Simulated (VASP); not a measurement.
# InSe (R3m) in VASP: a series of runs

InSe is run at these levels: PBE, PBE+D4; tasks: single point.

All numbers are computed with VASP 6.6.1; they aren't measurements. Logs are shortened: lines on timing, memory, paths and dates and some standing lists are left out, and cuts for length are marked.

**The experiment to reproduce.**

From “The Interaction of Hydrogen with the van der Waals Crystal γ-InSe”, 2020, pmc:7321205, for a bulk crystal of InSe at 300 K: band gap 1.25 eV.

The runs below are set against these values where they give the same quantity.

## Step 1: The cell of the first run

Symmetry: R3m, No. 160, trigonal system. The conventional cell has a = 4.089 Å, b = 4.089 Å, c = 27.653 Å, α = 90.00°, β = 90.00°, γ = 120.00°. In (site symmetry 3m) has 3 Se at 2.68 Å and 1 In at 2.83 Å within 3.5 Å. Within 3.5 Å of In (site symmetry 3m) lie 3 Se at 2.68 Å and 1 In at 2.83 Å. Within 3.5 Å of Se (site symmetry 3m) lie 3 In at 2.68 Å. Within 3.5 Å of Se (site symmetry 3m) lie 3 In at 2.68 Å.

## Step 2: Single point, PBE

INCAR reads:

```
SYSTEM = InSe
PREC = Accurate
ENCUT = 520
EDIFF = 1E-6
ISMEAR = 0
SIGMA = 0.05
LREAL = .FALSE.
LASPH = .TRUE.
NELM = 100
ALGO = Normal
ISIF = 2
LWAVE = .FALSE.
LCHARG = .FALSE.
GGA = PE
NBANDS = 27
```

KPOINTS reads:

```
regular mesh
0
G
  10 10 10
  0 0 0
```

POSCAR reads:

```
InSe
1.0
    2.0443651669      1.1803147794      9.2175415852
   -2.0443651669      1.1803147794      9.2175415852
    0.0000000000     -2.3606295588      9.2175415852
In Se
2 2
Direct
    0.0050015285      0.0050015285      0.0050015285
    0.1071791340      0.1071791340      0.1071791340
    0.6256740561      0.6256740561      0.6256740561
    0.8198452814      0.8198452814      0.8198452814
```

Potentials or basis: VASP PAW PBE potentials, release 64 (In_d, Se).

The run is started by

```console
cat potpaw_PBE.64/In_d/POTCAR potpaw_PBE.64/Se/POTCAR > POTCAR
mpirun -np 1 vasp_std > vasp.out
```

OUTCAR:

```text
SYSTEM = InSe
   PREC = Accurate
   ENCUT = 520
   EDIFF = 1E-6
   ISMEAR = 0
   LREAL = .FALSE.
   LASPH = .TRUE.
   NELM = 100
   ISIF = 2
   GGA = PE

 ion  position               nearest neighbor table
   1  0.005  0.005  0.005-   3 2.68   3 2.68   3 2.68   2 2.83
   2  0.107  0.107  0.107-   4 2.68   4 2.68   4 2.68   1 2.83
   3  0.626  0.626  0.626-   1 2.68   1 2.68   1 2.68
   4  0.820  0.820  0.820-   2 2.68   2 2.68   2 2.68

  LATTYP: Found a trigonal (rhomboedric) cell.
 ALAT       =     9.5150220593
 COS(alpha) =     0.9076732939

  Lattice vectors:

 A1 = (   2.0443651669,   1.1803147794,   9.2175415852)
 A2 = (  -2.0443651669,   1.1803147794,   9.2175415852)
 A3 = (   0.0000000000,  -2.3606295588,   9.2175415852)

Analysis of symmetry for initial positions (statically):
=====================================================================
 Subroutine PRICEL returns:
 Original cell was already a primitive cell.

 Routine SETGRP: Setting up the symmetry group for a
 trigonal (rhombohedral) supercell.

 Subroutine GETGRP returns: Found  6 space group operations
 (whereof  6 operations were pure point group operations)
 out of a pool of 12 trial point group operations.

The static configuration has the point symmetry C_3v.

Analysis of symmetry for dynamics (positions and initial velocities):
=====================================================================
 Subroutine PRICEL returns:
 Original cell was already a primitive cell.

 Routine SETGRP: Setting up the symmetry group for a
 trigonal (rhombohedral) supercell.

 Subroutine GETGRP returns: Found  6 space group operations
 (whereof  6 operations were pure point group operations)
 out of a pool of 12 trial point group operations.

The dynamic configuration has the point symmetry C_3v.

 Subroutine INISYM returns: Found  6 space group operations
 (whereof  6 operations are pure point group operations),
 and found     1 'primitive' translations

----------------------------------------------------------------------------------------

                                     Primitive cell

  volume of cell :     133.4513

  direct lattice vectors                    reciprocal lattice vectors
     2.044365167  1.180314779  9.217541585     0.244574701  0.141205270  0.036162932
    -2.044365167  1.180314779  9.217541585    -0.244574701  0.141205270  0.036162932
[... 83 lines left out ...]
   ISPIN  =      1    spin polarized calculation?
   LNONCOLLINEAR =      F non collinear calculations
   LSORBIT =      F    spin-orbit coupling
   LASPH  =      T    aspherical Exc in radial PAW
   ENCUT  =  520.0 eV  38.22 Ry    6.18 a.u.  17.69 17.69 17.69*2*pi/ulx,y,z
   NELM   =    100;   NELMIN=  2; NELMDL= -5     # of ELM steps
   EDIFF  = 0.1E-05   stopping-criterion for ELM
   LREAL  =      F    real-space projection
   EDIFFG = 0.1E-04   stopping-criterion for IOM
   NSW    =      0    number of steps for IOM
   IBRION =     -1    ionic relax: 0-MD 1-quasi-New 2-CG
   NFREE  =      0    steps in history (QN), initial steepest desc. (CG)
   ISIF   =      2    stress and relaxation
   ISYM   =      2    0-nonsym 1-usesym 2-fastsym
   POTIM  = 0.5000    time-step for ionic-motion
   TEBEG  =    0.0;   TEEND  =   0.0 temperature during run
   PSTRESS=    0.0 pullay stress
   NELECT =      38.0000    total number of electrons
   NUPDOWN=      -1.0000    fix difference up-down
   EMIN   =  10.00;   EMAX   =-10.00  energy-range for DOS
   EFERMI =   0.00;   METHOD = LEGACY
   ISMEAR =     0;   SIGMA  =   0.05  broadening in eV -4-tet -1-fermi 0-gaus
   EFERMI_NEDOS =   21; number of points for ismear=-14 and -15
   IALGO  =     38    algorithm
   IMIX   =      4    mixing-type and parameters
     AMIX     =   0.40;   BMIX     =  1.00
     AMIX_MAG =   1.60;   BMIX_MAG =  1.00
  volume/ion in A,a.u.               =      33.36       225.14
  Fermi-wavevector in a.u.,A,eV,Ry     =   1.077032  2.035295 15.782720  1.159997
  Thomas-Fermi vector in A             =   2.212932
   LORBIT       =      0    0 simple, 1 ext, 2 COOP (PROOUT), +10 PAW based schemes
   GGA     = PE    functional components
   LHFCALC =     F    Hartree Fock is set to
   AEXX    =    0.0000 exact exchange contribution
   IVDW    =     0    specifies the selected vdW correction
   LEPSILON=     F    determine dielectric tensor
   LRPA    =     F    only Hartree local field effects (RPA)
 non-spin polarized calculation
 Gauss-broadening in eV      SIGMA  =   0.05
  energy-cutoff  :      520.00
  volume of cell :      133.45
 maximum number of plane-waves:      3625
   NGX = 35   NGY = 35   NGZ = 35

 number of electron      38.0000000 magnetization

 Free energy of the ion-electron system (eV)
  ---------------------------------------------------
  ext. energy  EPLUGINS =         0.00000000
  ---------------------------------------------------
  free energy    TOTEN  =       -14.22467478 eV

  energy without entropy =      -14.22467478  energy(sigma->0) =      -14.22467478

 E-fermi :   2.8391     XC(G=0):  -8.2120

 val. band max:        2.6254967762   @ k =   0.5000   0.5000   0.5000
 cond. band min:       3.3265996806   @ k =   0.5000   0.5000   0.5000
 fundamental gap:      0.7011029044
 Fermi energy:         2.8390896447

 k-point     1 :       0.0000    0.0000    0.0000
  band No.  band energies     occupation
      1     -11.7946      2.00000
      2     -11.6241      2.00000
      3     -11.6241      2.00000
      4     -11.5492      2.00000
      5     -11.5492      2.00000
      6     -11.5408      2.00000
[... 709 lines left out ...]
     26       9.6507      0.00000
     27      10.0277      0.00000

 [... further k-points ...]
[... 5 lines left out ...]
  --------------------------------------------------------------------------------------
  -------------------------------------------------------------------------------------
  Total        0.0200722      0.0200722      0.0499139     -0.0000000      0.0000000      0.0000000
  in kB        0.2409811      0.2409811      0.5992516     -0.0000000      0.0000000      0.0000000
  external PRESSURE =       0.3604046 kB  Pullay stress =       0.0000000 kB

 VOLUME and BASIS-vectors are now :
 -----------------------------------------------------------------------------
  energy-cutoff  :      520.00
  volume of cell :      133.45
      direct lattice vectors                 reciprocal lattice vectors
     2.044365167  1.180314779  9.217541585     0.244574701  0.141205270  0.036162932
    -2.044365167  1.180314779  9.217541585    -0.244574701  0.141205270  0.036162932
     0.000000000 -2.360629559  9.217541585     0.000000000 -0.282410539  0.036162932

 POSITION                                       TOTAL-FORCE (eV/Angst)
 -----------------------------------------------------------------------------------
      0.00000      0.00000      0.13831         0.000000      0.000000      0.013829
      0.00000      0.00000      2.96378         0.000000     -0.000000     -0.013259
      0.00000      0.00000     17.30153         0.000000      0.000000     -0.013755
      0.00000      0.00000     22.67087         0.000000     -0.000000      0.013185
 -----------------------------------------------------------------------------------
    total drift:                               -0.000000      0.000000      0.001006

  FREE ENERGIE OF THE ION-ELECTRON SYSTEM (eV)
  ---------------------------------------------------
  free  energy   TOTEN  =       -14.2246747794 eV

  energy  without entropy=      -14.2246747794  energy(sigma->0) =      -14.22467478
```

OSZICAR:

```text
N       E                     dE             d eps       ncg     rms          rms(c)
DAV:   1     0.331850257040E+03    0.33185E+03   -0.16952E+04  6264   0.150E+03
DAV:   2     0.256309006409E+02   -0.30622E+03   -0.29706E+03  6337   0.369E+02
DAV:   3    -0.129113740036E+02   -0.38542E+02   -0.37942E+02  7936   0.143E+02
DAV:   4    -0.146234716100E+02   -0.17121E+01   -0.17069E+01  7557   0.322E+01
DAV:   5    -0.146935634010E+02   -0.70092E-01   -0.70080E-01  9642   0.622E+00    0.612E+00
DAV:   6    -0.142334095358E+02    0.46015E+00   -0.92712E-01  8658   0.148E+01    0.379E+00
DAV:   7    -0.142238387062E+02    0.95708E-02   -0.36798E-01  8592   0.376E+00    0.124E+00
DAV:   8    -0.142231035851E+02    0.73512E-03   -0.30405E-02  9449   0.186E+00    0.521E-01
DAV:   9    -0.142244384878E+02   -0.13349E-02   -0.62224E-03  7782   0.677E-01    0.154E-01
DAV:  10    -0.142245077009E+02   -0.69213E-04   -0.42707E-04  8342   0.165E-01    0.823E-02
DAV:  11    -0.142246727217E+02   -0.16502E-03   -0.25182E-04  7648   0.117E-01    0.283E-02
DAV:  12    -0.142246682276E+02    0.44940E-05   -0.20267E-05  9485   0.421E-02    0.158E-02
DAV:  13    -0.142246731432E+02   -0.49156E-05   -0.91769E-06  6009   0.178E-02    0.686E-03
DAV:  14    -0.142246746787E+02   -0.15355E-05   -0.35634E-06  5839   0.204E-02    0.283E-03
DAV:  15    -0.142246747794E+02   -0.10068E-06   -0.33317E-07  4440   0.761E-03
   1 F= -.14224675E+02 E0= -.14224675E+02  d E =-.339315E-12
```

Run time: 15 min. Hardware: 1 thread of Intel Xeon Platinum 8481C at 2.70GHz (Sapphire Rapids), shared host; peak memory 0.93 GiB.

What came out:

```
Free energy            : -14.2247 eV
Pressure               : 0.0 GPa
Largest force          : 0.014 eV/Å
Band gap on the k mesh : 0.70 eV
```

Forces on the atoms (eV/Å):
```
In   0.000  0.000  0.014
In   0.000  0.000 -0.013
Se   0.000  0.000 -0.014
Se   0.000  0.000  0.013
```

Levels at points of the mesh, in eV from the valence-band top:
| k point | band 15 | band 16 | band 17 | band 18 | band 19 | band 20 | band 21 | band 22 | band 23 | band 24 |
| --- | --- | --- | --- | --- | --- | --- | --- | --- | --- | --- |
| (0.00, 0.00, 0.00) | -0.96 | -0.96 | -0.92 | -0.92 | -0.82 | 1.42 | 2.22 | 4.50 | 4.50 | 5.71 |
| (0.50, 0.00, 0.00) | -2.87 | -1.93 | -1.85 | -1.83 | -1.32 | 1.68 | 1.99 | 3.90 | 4.13 | 4.85 |
| (0.50, 0.50, 0.00) | -2.77 | -2.01 | -2.00 | -1.76 | -1.22 | 1.63 | 2.05 | 3.69 | 4.04 | 4.70 |
| (0.50, 0.50, 0.50) | -1.00 | -1.00 | -0.89 | -0.89 | 0.00 | 0.70 | 2.27 | 4.48 | 4.48 | 5.75 |

Caveat: spin-orbit coupling is left out, which moves the levels of the heavy elements.

## Step 3: Single point, PBE

INCAR reads:

```
  ALGO = Normal
  EDIFF = 1E-7
  ENCUT = 520
  GGA = PE
  ISIF = 2
  ISMEAR = 0
  LASPH = T
  LCHARG = T
  LELF = T
  LREAL = F
  LVHAR = T
  LWAVE = F
  NBANDS = 27
  NELM = 100
  PREC = Accurate
  SIGMA = 0.05
```

KPOINTS reads:

```
k-points
0
Gamma
  10 10 10
```

POSCAR is that of step 2.

Potentials or basis: VASP PAW PBE potentials, release 64 (In_d, Se).

The run is started by

```console
cat potpaw_PBE.64/In_d/POTCAR potpaw_PBE.64/Se/POTCAR > POTCAR
mpirun -np 1 vasp_std > vasp.out
```

Wall time 17 min (1 thread of Intel Xeon Platinum 8481C at 2.70GHz (Sapphire Rapids), shared host); peak memory 0.95 GiB.

It converged, with:

| Property | Result |
| --- | --- |
| Free energy | -14.2247 eV |
| Pressure | 0.0 GPa |
| Largest force | 0.014 eV/Å |
| Band gap on the k mesh | 0.70 eV |

Forces on the atoms (eV/Å):
```
In   0.000  0.000  0.014
In   0.000  0.000 -0.013
Se   0.000  0.000 -0.014
Se   0.000  0.000  0.013
```

Levels at points of the mesh, in eV from the valence-band top:
```tsv
k point	band 15	band 16	band 17	band 18	band 19	band 20	band 21	band 22	band 23	band 24
(0.00, 0.00, 0.00)	-0.96	-0.96	-0.92	-0.92	-0.82	1.42	2.22	4.50	4.50	5.71
(0.50, 0.00, 0.00)	-2.87	-1.93	-1.85	-1.83	-1.32	1.68	1.99	3.90	4.13	4.85
(0.50, 0.50, 0.00)	-2.77	-2.01	-2.00	-1.76	-1.22	1.63	2.05	3.69	4.04	4.70
(0.50, 0.50, 0.50)	-1.00	-1.00	-0.89	-0.89	0.00	0.70	2.27	4.48	4.48	5.75
```

Caveat: spin-orbit coupling is left out, which moves the levels of the heavy elements.

## Step 4: Single point, PBE

INCAR reads:

```
SYSTEM = InSe
PREC = Accurate ; ENCUT = 520
EDIFF = 1E-6 ; ISMEAR = -5
SIGMA = 0.1 ; LREAL = .False.
LASPH = .True. ; NELM = 80
ALGO = Normal ; ISIF = 2
LWAVE = .False. ; LCHARG = .False.
GGA = PE ; NBANDS = 27
```

KPOINTS reads:

```
Automatic mesh
0
Gamma
  10 10 10
  0 0 0
```

POSCAR is that of step 3.

The run is started by

```console
cat potpaw_PBE.64/In_d/POTCAR potpaw_PBE.64/Se/POTCAR > POTCAR
mpirun -np 1 vasp_std > vasp.out
```

Run time: 28 min. Hardware: 1 thread of AMD EPYC 9R45 (Zen 5), shared host; peak memory 0.9 GiB.

The run converged. Its results:

```
Free energy            : -14.2247 eV
Pressure               : 0.0 GPa
Largest force          : 0.014 eV/Å
Band gap on the k mesh : 0.70 eV
```

Forces in eV/Å, atoms in the order of the input:
```
In   0.000  0.000  0.014
In   0.000  0.000 -0.013
Se   0.000  0.000 -0.014
Se   0.000  0.000  0.013
```

Levels at points of the mesh, in eV from the valence-band top:
```
           k point  band 15  band 16  band 17  band 18  band 19  band 20  band 21  band 22  band 23  band 24
(0.00, 0.00, 0.00)    -0.96    -0.96    -0.92    -0.92    -0.82     1.42     2.22     4.50     4.50     5.71
(0.50, 0.00, 0.00)    -2.87    -1.93    -1.85    -1.83    -1.32     1.68     1.99     3.90     4.13     4.85
(0.50, 0.50, 0.00)    -2.77    -2.01    -2.00    -1.76    -1.22     1.63     2.05     3.69     4.04     4.70
(0.50, 0.50, 0.50)    -1.00    -1.00    -0.89    -0.89     0.00     0.70     2.27     4.48     4.48     5.75
```

Caveat: spin-orbit coupling is left out, which moves the levels of the heavy elements.

## Step 5: Single point, PBE+D4

INCAR reads:

```
PREC = Accurate ; ENCUT = 520
EDIFF = 1E-7 ; ISMEAR = 0
SIGMA = 0.05 ; LREAL = False
LASPH = True ; NELM = 60
ALGO = Normal ; ISIF = 2
LWAVE = False ; LCHARG = False
GGA = PE ; IVDW = 13
NBANDS = 27
```

KPOINTS reads:

```
regular mesh
0
Gamma
  10 10 10
```

POSCAR is that of step 4.

The run is started by

```console
cat potpaw_PBE.64/In_d/POTCAR potpaw_PBE.64/Se/POTCAR > POTCAR
mpirun -np 1 vasp_std > vasp.out
```

Run time: 27 min. Hardware: 1 thread of AMD EPYC 9R45 (Zen 5), shared host; peak memory 0.91 GiB.

It converged, with:

```yaml
Free_energy: -15.3496 eV
Pressure: -1.4 GPa
Largest_force: 0.050 eV/Å
Band_gap_on_the_k_mesh: 0.70 eV
Dispersion_energy_per_atom: -0.281 eV
```

Forces in eV/Å, atoms in the order of the input:
```
In   0.000  0.000  0.050
In   0.000  0.000 -0.049
Se   0.000  0.000 -0.014
Se   0.000  0.000  0.014
```

Levels at points of the mesh, in eV from the valence-band top:
```tsv
k point	band 17	band 18	band 19	band 20	band 21	band 22
(0.00, 0.00, 0.00)	-0.92	-0.92	-0.82	1.42	2.22	4.50
(0.50, 0.00, 0.00)	-1.85	-1.83	-1.32	1.68	1.99	3.90
(0.50, 0.50, 0.00)	-2.00	-1.76	-1.22	1.63	2.05	3.69
(0.50, 0.50, 0.50)	-0.89	-0.89	0.00	0.70	2.27	4.48
```

Caveat: spin-orbit coupling is left out, which moves the levels of the heavy elements. A k mesh can miss the band edges.

## Step 6: Overview

```tsv
level	smearing	gap on the mesh (eV)	pressure (GPa)	largest force (eV/Å)
PBE	gaussian 0.05 eV	0.70	0.0	0.01
PBE	tetrahedron	0.70	0.0	0.01
PBE+D4	gaussian 0.05 eV	0.70	-1.4	0.05
```

Alike in all rows: task single point; potentials or basis VASP PAW PBE potentials, release 64 (In_d, Se); no spin polarisation; cell as given; k mesh 10 × 10 × 10; cutoff (eV) 520.

The pressure there spans -1.4 GPa (PBE+D4) to 0.0 GPa (PBE); a positive pressure means that this level wants a larger cell, a negative one a smaller.

Caveats: spin-orbit coupling is left out, which moves the levels of the heavy elements.

Absolute energies hang on the potentials; compare differences alone.

## Step 7: Comparison with measurements

Step 2. Measured gap of InSe: 1.25 eV (300 K; “The Interaction of Hydrogen with the van der Waals Crystal γ-InSe”, 2020, pmc:7321205). This calculation gives 0.70 eV (-0.55 eV). Spin-orbit coupling on In, Se is left out. The value is that of PBE on a finite k mesh, which can miss the band edges, without temperature or zero-point motion. Semilocal functionals fall short of measured gaps as a rule.

Step 3. Measured gap of InSe: 1.25 eV (300 K; “The Interaction of Hydrogen with the van der Waals Crystal γ-InSe”, 2020, pmc:7321205). This calculation gives 0.70 eV (-0.55 eV). Spin-orbit coupling on In, Se is left out. The value is that of PBE on a finite k mesh, which can miss the band edges, without temperature or zero-point motion. Semilocal functionals fall short of measured gaps as a rule.

Step 4. Against the measured gap of InSe, 1.25 eV (300 K; “The Interaction of Hydrogen with the van der Waals Crystal γ-InSe”, 2020, pmc:7321205), the calculated 0.70 eV is off by -0.55 eV. Spin-orbit coupling on In, Se is left out. The value is that of PBE on a finite k mesh, which can miss the band edges, without temperature or zero-point motion. Semilocal functionals fall short of measured gaps as a rule.
